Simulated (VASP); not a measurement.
Here is a VASP 6.6.1 calculation.

File INCAR:

```
SYSTEM = TePb
PREC = Accurate
ENCUT = 600
EDIFF = 1E-8
ISMEAR = 0
SIGMA = 0.01
LREAL = .FALSE.
LASPH = .TRUE.
NELM = 100
ALGO = Normal
ISIF = 3
LWAVE = .FALSE.
LCHARG = .FALSE.
GGA = CA
NBANDS = 17
IBRION = 6
NFREE = 2
POTIM = 0.015
NSW = 1
```

The input KPOINTS:

```
Automatic mesh
0
G
  6 6 6
  0 0 0
```

The input POSCAR:

```
TePb
1.0
    0.0000000000      3.1702394901      3.1702394901
    3.1702394901      0.0000000000      3.1702394901
    3.1702394901      3.1702394901      0.0000000000
Te Pb
1 1
Direct
    0.5000000000      0.5000000000      0.5000000000
    0.0000000000      0.0000000000      0.0000000000
```

Potentials or basis: VASP PAW LDA potentials, release 64 (Te, Pb_d).

Command:

```sh
$ cat potpaw_LDA.64/Te/POTCAR potpaw_LDA.64/Pb_d/POTCAR > POTCAR
$ mpirun -np 1 vasp_std > vasp.out
```

Task: Estimate the elastic constants C11, C12, C44.

Result: 150, 5, 16 GPa.

Task: What does it give for the Voigt bulk modulus?

Result: 53 GPa.

Task: Predict the highest phonon frequency at Γ, LO-TO splitting left out.

Result: 44 cm⁻¹.

Elastic tensor in Voigt notation (GPa, in the Cartesian axes of the cell as first typed):
```
150   5   5   0   0   0
  5 150   5   0   0   0
  5   5 150   0   0   0
  0   0   0  16   0   0
  0   0   0   0  16   0
  0   0   0   0   0  16
```

Caveat: the cell is under stress, which shifts elastic constants.
